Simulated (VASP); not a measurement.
Here is a VASP 6.6.1 calculation.

Contents of INCAR:

```
PREC = Accurate
ENCUT = 600
EDIFF = 1E-6
ISMEAR = 0
SIGMA = 0.01
LREAL = False
LASPH = True
NELM = 80
ALGO = Normal
ISIF = 3
LWAVE = False
LCHARG = False
GGA = PE
IBRION = 2
NSW = 80
EDIFFG = -0.001
```

File KPOINTS:

```
regular mesh
0
Gamma
  10 10 10
```

Contents of POSCAR:

```
TiO2
1.0
   -1.8998053829      1.8998053829      4.8479185338
    1.8998053829     -1.8998053829      4.8479185338
    1.8998053829      1.8998053829     -4.8479185338
Ti O
2 4
Direct
    0.0000000000      0.0000000000      0.0000000000
    0.7500000000      0.2500000000      0.5000000000
    0.2065089473      0.2065089473      0.0000000000
    0.9565089473      0.4565089473      0.5000000000
    0.5434910527      0.0434910527      0.5000000000
    0.7934910527      0.7934910527      0.0000000000
```

Potentials or basis: VASP PAW PBE potentials, release 64 (Ti_sv, O).

Run with:

```console
$ cat potpaw_PBE.64/Ti_sv/POTCAR potpaw_PBE.64/O/POTCAR > POTCAR
$ mpirun -np 1 vasp_std > vasp.out
```

(1) Estimate the relaxed volume.

(2) What does it give for the space group after relaxing (to 0.1 Å)?

(3) What does it give for the band gap on the k mesh?

(4) Estimate the relaxed cell.

Answers

(1) 11.69 Å³/atom.

(2) I4_1/amd (No. 141).

(3) 2.11 eV (least direct gap 2.40 eV).

(4) a = 5.547 Å, b = 5.547 Å, c = 5.547 Å, α = 139.92°, β = 139.92°, γ = 57.98°.
